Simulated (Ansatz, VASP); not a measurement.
One calculation of Mg2Ge, two programs

POSCAR

```
Mg2Ge
1.0
    0.0000000000      3.1831012375      3.1831012375
    3.1831012375      0.0000000000      3.1831012375
    3.1831012375      3.1831012375      0.0000000000
Ge Mg
1 2
Direct
    0.0000000000      0.0000000000      0.0000000000
    0.2500000000      0.2500000000      0.2500000000
    0.7500000000      0.7500000000      0.7500000000
```

Contents of INCAR.step1:

```
PREC = Accurate
ENCUT = 520
EDIFF = 1E-5
ISMEAR = -1
SIGMA = 0.02
LREAL = False
LASPH = True
NELM = 120
ALGO = Normal
ISIF = 2
LWAVE = True
LCHARG = False
GGA = PE
NBANDS = 16
GGA_COMPAT = False
```

The input INCAR.step2:

```
PREC = Accurate
ENCUT = 520
EDIFF = 1E-6
ISMEAR = -1
SIGMA = 0.02
LREAL = False
LASPH = True
NELM = 120
ALGO = Normal
ISIF = 2
LWAVE = False
LCHARG = False
GGA = PE
LHFCALC = True
HFSCREEN = 0.2079
PRECFOCK = Normal
ISTART = 1
NBANDS = 16
GGA_COMPAT = False
```

Contents of KPOINTS:

```
regular mesh
0
Gamma
  6 6 6
```

Input for Ansatz:

```yaml
crystal:
  lattice:
    - [0.0, 3.1831012375, 3.1831012375]
    - [3.1831012375, 0.0, 3.1831012375]
    - [3.1831012375, 3.1831012375, 0.0]
  atoms:
    - { symbol: Ge, position: [0.0, 0.0, 0.0] }
    - { symbol: Mg, position: [0.25, 0.25, 0.25] }
    - { symbol: Mg, position: [0.75, 0.75, 0.75] }
kpoints:
  mp_grid: { grid: [6, 6, 6] }
  band_path:
    path:
      - [0.0, 0.0, 0.0]
      - [0.5, 0.0, 0.5]
      - [0.625, 0.25, 0.625]
      - [0.375, 0.375, 0.75]
      - [0.5, 0.5, 0.5]
      - [0.5, 0.25, 0.75]
      - [0.0, 0.5, 0.5]
    npoints: 1
hamiltonian:
  xc: hse06
scf:
  occupations: { method: fermi_dirac, width: 0.02 }
  n_extra_bands: 4
output:
  forces: true
  stress: true
  eigenvalues: true
```

Alike in both runs: task single point; functional HSE06; k mesh 6 × 6 × 6; occupations fermi-dirac, width 0.02 eV; no spin polarisation.

```csv
,VASP,Ansatz
version,VASP 6.6.1,Ansatz 0.2.0
potentials or method,"VASP PAW PBE potentials, release 64 (Ge_d, Mg)","plane waves, PAW"
plane-wave cutoff (eV),520,420
valence electrons in the cell,18,34
```

```tsv
	VASP	Ansatz	Ansatz less VASP
pressure (GPa)	0.3	0.4	+0.11
```

VASP's potentials hold 18 valence electrons a cell and Ansatz's 34, so a difference there can come from the potentials and not from the codes. Ansatz's warnings: stress exchange threshold loose, stress scf threshold loose.
